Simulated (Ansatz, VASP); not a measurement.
One calculation of ScAlN2, two programs

INCAR

```
PREC = Accurate ; ENCUT = 520
EDIFF = 1E-7 ; ISMEAR = 0
SIGMA = 0.1 ; LREAL = F
LASPH = T ; NELM = 150
ALGO = Normal ; ISIF = 2
LWAVE = F ; LCHARG = F
ISPIN = 2 ; MAGMOM = 0 0 1 1
LORBIT = 11 ; LMAXMIX = 4
GGA = PE ; NBANDS = 24
```

KPOINTS

```
Automatic mesh
0
Gamma
  6 6 4
```

The input POSCAR:

```
ScAlN2
1.0
    2.6602130300      0.0000000000      0.0000000000
    0.0000000000      3.4571557700      0.0000000000
    0.0000000000      0.0000000000      6.1420655100
Sc Al N
1 1 2
Direct
    0.0000000000      0.0000000000      0.0000000000
    0.0000000000      0.5000000000      0.5000000000
    0.0000000000      0.0000000000      0.3183432800
    0.0000000000      0.0000000000      0.6816567200
```

Input for Ansatz:

```yaml
crystal:
  lattice:
    - [2.66021303, 0.0, 0.0]
    - [0.0, 3.45715577, 0.0]
    - [0.0, 0.0, 6.14206551]
  atoms:
    - { symbol: Sc, position: [0.0, 0.0, 0.0] }
    - { symbol: Al, position: [0.0, 0.5, 0.5] }
    - { symbol: "N", position: [0.0, 0.0, 0.31834328], spin: 1.0 }
    - { symbol: "N", position: [0.0, 0.0, 0.68165672], spin: 1.0 }
basis:
  ecutwfc: 420
kpoints:
  mp_grid: { grid: [6, 6, 4] }
hamiltonian:
  xc: pbe
scf:
  occupations: { method: gaussian, width: 0.1 }
  lower_state_search: "off"
output:
  forces: true
  stress: true
  eigenvalues: true
  populations: true
magnetization:
  spin_polarized: true
```

Alike in both runs: task single point; functional PBE; k mesh 6 × 6 × 4; occupations gaussian, width 0.1 eV; collinear spin.

```csv
,VASP,Ansatz
version,VASP 6.6.1,Ansatz 0.2.0
potentials or method,"VASP PAW PBE potentials, release 64 (Sc_sv, Al, N), cutoff 520 eV","scalar-relativistic, plane waves, PAW"
valence electrons in the cell,24,24
```

```tsv
	VASP	Ansatz	Ansatz less VASP
gap on the k mesh at the Fermi level (eV)	none	none	-
pressure (GPa)	4.1	4.1	+0.01
traceless stress, the component that is largest in VASP (GPa)	-35.31	-34.55	+0.754
rms of the force components (eV/Å)	0.192	0.172	-0.0197
net moment per atom (μB)	0.00	0.19	+0.185
size of the moment on the site where the two differ most (μB)	0.00	0.16	+0.162
```

The net moments are unlike, so the other rows may belong to different states. Site moments also hang on the region over which each program counts them. Atom by atom the forces differ by 0.020 eV/Å (rms over components). A gap of «none» marks a metal or a gap that the smearing closes.

The k mesh is coarse, so the values compare programs but aren't converged.
